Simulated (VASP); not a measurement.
# AlRu (Pm-3m) in VASP: further runs

AlRu is run at these levels: r2SCAN, PBEsol, LDA+U; tasks: single point.

All numbers are computed with VASP 6.6.1; they aren't measurements. Logs are shortened: lines on timing, memory, paths and dates and some standing lists are left out, and cuts for length are marked.

## Step 1: The cell of the first run

It takes space group Pm-3m (No. 221, cubic). The conventional cell has a = 2.931 Å, b = 2.931 Å, c = 2.931 Å, α = 90.00°, β = 90.00°, γ = 90.00°. Within 3.3 Å of Ru (site symmetry m-3m) lie 8 Al at 2.54 Å and 6 Ru at 2.93 Å. Al (site symmetry m-3m) has 8 Ru at 2.54 Å and 6 Al at 2.93 Å within 3.3 Å.

## Step 2: Single point, r2SCAN

Input file POSCAR:

```
AlRu
1.0
    2.9305298028      0.0000000000      0.0000000000
    0.0000000000      2.9305298028      0.0000000000
    0.0000000000      0.0000000000      2.9305298028
Ru Al
1 1
Direct
    0.5000000000      0.5000000000      0.5000000000
    0.0000000000      0.0000000000      0.0000000000
```

Input file INCAR.step1:

```
SYSTEM = AlRu
PREC = Accurate ; ENCUT = 520
ISMEAR = -1 ; SIGMA = 0.05
LREAL = .FALSE. ; LASPH = .TRUE.
NELM = 80 ; NBANDS = 16
GGA = PE ; ALGO = Normal
EDIFF = 1E-4 ; LWAVE = .TRUE.
LCHARG = .FALSE.
```

Input file INCAR.step2:

```
SYSTEM = AlRu
PREC = Accurate ; ENCUT = 520
EDIFF = 1E-6 ; ISMEAR = -1
SIGMA = 0.05 ; LREAL = .FALSE.
LASPH = .TRUE. ; NELM = 80
ALGO = Normal ; ISIF = 2
LWAVE = .FALSE. ; LCHARG = .FALSE.
METAGGA = R2SCAN ; LMIXTAU = .TRUE.
NBANDS = 16 ; ISTART = 1
```

Input file KPOINTS:

```
regular mesh
0
G
  9 9 9
  0 0 0
```

Potentials or basis: VASP PAW PBE potentials, release 64 (Ru_pv, Al).

Run with:

```console
> cat potpaw_PBE.64/Ru_pv/POTCAR potpaw_PBE.64/Al/POTCAR > POTCAR
> cp INCAR.step1 INCAR
> mpirun -np 1 vasp_std > vasp.out
> cp INCAR.step2 INCAR
> mpirun -np 1 vasp_std > vasp.out
```

OUTCAR:

```text
SYSTEM = AlRu
   PREC = Accurate
   ENCUT = 520
   EDIFF = 1E-6
   ISMEAR = -1
   LREAL = .FALSE.
   LASPH = .TRUE.
   NELM = 80
   ISIF = 2
   METAGGA = R2SCAN
   ISTART = 1

 ion  position               nearest neighbor table
   1  0.500  0.500  0.500-   2 2.54   2 2.54   2 2.54   2 2.54   2 2.54   2 2.54   2 2.54   2 2.54

   2  0.000  0.000  0.000-   1 2.54   1 2.54   1 2.54   1 2.54   1 2.54   1 2.54   1 2.54   1 2.54

  LATTYP: Found a simple cubic cell.
 ALAT       =     2.9305298028

  Lattice vectors:

 A1 = (   2.9305298028,   0.0000000000,   0.0000000000)
 A2 = (   0.0000000000,   2.9305298028,   0.0000000000)
 A3 = (   0.0000000000,   0.0000000000,   2.9305298028)

Analysis of symmetry for initial positions (statically):
=====================================================================
 Subroutine PRICEL returns:
 Original cell was already a primitive cell.

 Routine SETGRP: Setting up the symmetry group for a
 simple cubic supercell.

 Subroutine GETGRP returns: Found 48 space group operations
[... 9 lines left out ...]

 Routine SETGRP: Setting up the symmetry group for a
 simple cubic supercell.

 Subroutine GETGRP returns: Found 48 space group operations
[... 11 lines left out ...]
                                     Primitive cell

  volume of cell :      25.1674

  direct lattice vectors                    reciprocal lattice vectors
     2.930529803  0.000000000  0.000000000     0.341235226  0.000000000  0.000000000
     0.000000000  2.930529803  0.000000000     0.000000000  0.341235226  0.000000000
     0.000000000  0.000000000  2.930529803     0.000000000  0.000000000  0.341235226

  length of vectors
     2.930529803  2.930529803  2.930529803     0.341235226  0.341235226  0.341235226

  position of ions in fractional coordinates (direct lattice)
     0.500000000  0.500000000  0.500000000
     0.000000000  0.000000000  0.000000000

  ion indices of the primitive-cell ions
   primitive index   ion index
                 1           1
                 2           2

----------------------------------------------------------------------------------------

 KPOINTS: regular mesh

Automatic generation of k-mesh.
 Grid dimensions read from file:
 generate k-points for:    9    9    9
[... 51 lines left out ...]
   ions per type =               1   1
   NGX,Y,Z   is equivalent  to a cutoff of  13.61, 13.61, 13.61 a.u.
   NGXF,Y,Z  is equivalent  to a cutoff of  27.23, 27.23, 27.23 a.u.
 SYSTEM =  AlRu
   PREC   = accura    normal or accurate (medium, high low for compatibility)
   ISTART =      1    job   : 0-new  1-cont  2-samecut
   ICHARG =      0    charge: 1-file 2-atom 10-const
   ISPIN  =      1    spin polarized calculation?
   LNONCOLLINEAR =      F non collinear calculations
   LSORBIT =      F    spin-orbit coupling
   LASPH  =      T    aspherical Exc in radial PAW
   ENCUT  =  520.0 eV  38.22 Ry    6.18 a.u.   5.45  5.45  5.45*2*pi/ulx,y,z
   NELM   =     80;   NELMIN=  2; NELMDL=  0     # of ELM steps
   EDIFF  = 0.1E-05   stopping-criterion for ELM
   LREAL  =      F    real-space projection
   EDIFFG = 0.1E-04   stopping-criterion for IOM
   NSW    =      0    number of steps for IOM
   IBRION =     -1    ionic relax: 0-MD 1-quasi-New 2-CG
   NFREE  =      0    steps in history (QN), initial steepest desc. (CG)
   ISIF   =      2    stress and relaxation
   ISYM   =      2    0-nonsym 1-usesym 2-fastsym
   POTIM  = 0.5000    time-step for ionic-motion
   TEBEG  =    0.0;   TEEND  =   0.0 temperature during run
   PSTRESS=    0.0 pullay stress
   NELECT =      17.0000    total number of electrons
   NUPDOWN=      -1.0000    fix difference up-down
   EMIN   =  10.00;   EMAX   =-10.00  energy-range for DOS
   EFERMI =   0.00;   METHOD = LEGACY
   ISMEAR =    -1;   SIGMA  =   0.05  broadening in eV -4-tet -1-fermi 0-gaus
   EFERMI_NEDOS =   21; number of points for ismear=-14 and -15
   IALGO  =     38    algorithm
   IMIX   =      4    mixing-type and parameters
     AMIX     =   0.40;   BMIX     =  1.00
     AMIX_MAG =   1.60;   BMIX_MAG =  1.00
  volume/ion in A,a.u.               =      12.58        84.92
  Fermi-wavevector in a.u.,A,eV,Ry     =   1.436410  2.714421 28.072531  2.063273
  Thomas-Fermi vector in A             =   2.555601
   LORBIT       =      0    0 simple, 1 ext, 2 COOP (PROOUT), +10 PAW based schemes
   METAGGA = R2SCAN    functional components
   LHFCALC =     F    Hartree Fock is set to
   AEXX    =    0.0000 exact exchange contribution
   IVDW    =     0    specifies the selected vdW correction
   LEPSILON=     F    determine dielectric tensor
   LRPA    =     F    only Hartree local field effects (RPA)
 non-spin polarized calculation
  energy-cutoff  :      520.00
  volume of cell :       25.17
 maximum number of plane-waves:       695
 NGX is ok and might be reduce to    24
   NGX = 11   NGY = 11   NGZ = 11

 number of electron      17.0000003 magnetization

 Free energy of the ion-electron system (eV)
  ---------------------------------------------------
  ext. energy  EPLUGINS =         0.00000000
  ---------------------------------------------------
  free energy    TOTEN  =       -33.55393778 eV

  energy without entropy =      -33.53930109  energy(sigma->0) =      -33.54661943

 E-fermi :  11.3664     XC(G=0): -13.9705

 val. band max:       11.3569082951   @ k =   0.4444   0.1111   0.1111
 cond. band min:      11.4376550890   @ k =   0.1111   0.1111   0.0000
 fundamental gap:      0.0807467939
 Fermi energy:        11.3664468152

 k-point     1 :       0.0000    0.0000    0.0000
  band No.  band energies     occupation
      1     -31.6599      2.00000
      2     -31.6599      2.00000
      3     -31.6599      2.00000
      4       0.9190      2.00000
      5       7.3942      2.00000
      6       7.3942      2.00000
[... 433 lines left out ...]
      3     -31.6482      2.00000
      4       5.0648      2.00000
      5       7.2644      2.00000
      6       8.5978      2.00000
[... 8 lines left out ...]
     15      25.8017      0.00000
     16      26.3259      0.00000

 [... further k-points ...]
[... 5 lines left out ...]
  --------------------------------------------------------------------------------------
  -------------------------------------------------------------------------------------
  Total        2.0848694      2.0848694      2.0848694     -0.0000000      0.0000000     -0.0000000
  in kB      132.7244721    132.7244721    132.7244721     -0.0000000      0.0000000     -0.0000000
  external PRESSURE =     132.7244721 kB  Pullay stress =       0.0000000 kB

 VOLUME and BASIS-vectors are now :
 -----------------------------------------------------------------------------
  energy-cutoff  :      520.00
  volume of cell :       25.17
      direct lattice vectors                 reciprocal lattice vectors
     2.930529803  0.000000000  0.000000000     0.341235226  0.000000000  0.000000000
     0.000000000  2.930529803  0.000000000     0.000000000  0.341235226  0.000000000
     0.000000000  0.000000000  2.930529803     0.000000000  0.000000000  0.341235226

 POSITION                                       TOTAL-FORCE (eV/Angst)
 -----------------------------------------------------------------------------------
      1.46526      1.46526      1.46526         0.000000      0.000000      0.000000
      0.00000      0.00000      0.00000         0.000000      0.000000      0.000000
 -----------------------------------------------------------------------------------
    total drift:                                0.000000     -0.000000     -0.000000

  FREE ENERGIE OF THE ION-ELECTRON SYSTEM (eV)
  ---------------------------------------------------
  free  energy   TOTEN  =       -33.5539377796 eV

  energy  without entropy=      -33.5393010871  energy(sigma->0) =      -33.54661943
```

OUTCAR.step1:

```text
SYSTEM = AlRu
   PREC = Accurate
   ENCUT = 520
   ISMEAR = -1
   LREAL = .FALSE.
   LASPH = .TRUE.
[... 678 lines left out ...]
      1.46526      1.46526      1.46526         0.000000      0.000000      0.000000
      0.00000      0.00000      0.00000         0.000000      0.000000      0.000000
 -----------------------------------------------------------------------------------
    total drift:                                0.000000     -0.000000     -0.000000

  FREE ENERGIE OF THE ION-ELECTRON SYSTEM (eV)
  ---------------------------------------------------
  free  energy   TOTEN  =       -14.1621379641 eV

  energy  without entropy=      -14.1479388815  energy(sigma->0) =      -14.15503842
```

OSZICAR.step1:

```text
N       E                     dE             d eps       ncg     rms          rms(c)
DAV:   1     0.118163732903E+03    0.11816E+03   -0.93705E+03  1144   0.995E+02
DAV:   2    -0.130393679785E+02   -0.13120E+03   -0.12518E+03  1304   0.297E+02
DAV:   3    -0.148603401267E+02   -0.18210E+01   -0.18161E+01  1496   0.367E+01
DAV:   4    -0.148730008571E+02   -0.12661E-01   -0.12643E-01  1360   0.322E+00
DAV:   5    -0.148731749992E+02   -0.17414E-03   -0.17383E-03  1328   0.367E-01    0.140E+01
DAV:   6    -0.142367303187E+02    0.63644E+00   -0.22118E+00  1200   0.165E+01    0.254E+00
DAV:   7    -0.141784188397E+02    0.58311E-01   -0.14915E-01  1184   0.441E+00    0.238E+00
DAV:   8    -0.141625443986E+02    0.15874E-01   -0.16897E-02  1336   0.118E+00    0.204E-01
DAV:   9    -0.141621464135E+02    0.39799E-03   -0.84672E-04  1288   0.302E-01    0.141E-01
DAV:  10    -0.141621379641E+02    0.84494E-05   -0.39531E-05   736   0.698E-02
   1 F= -.14162138E+02 E0= -.14155038E+02  d E =-.141991E-01
```

It took 17 s on 1 thread of Intel Xeon 6975P-C (Granite Rapids), shared host; peak memory 0.14 GiB.

Results:

* Free energy: -33.5539 eV
* Pressure: 13.3 GPa

Levels at points of the mesh, in eV from the Fermi level:
| k point | band 5 | band 6 | band 7 | band 8 | band 9 | band 10 | band 11 | band 12 | band 13 | band 14 |
| --- | --- | --- | --- | --- | --- | --- | --- | --- | --- | --- |
| (0.00, 0.00, 0.00) | -3.97 | -3.97 | 0.27 | 0.27 | 0.27 | 6.94 | 6.94 | 6.94 | 10.45 | 11.95 |

Caveat: the PAW data sets were made with another functional, which shifts forces and pressure a little.

(Part 1 of 2 ends here.)
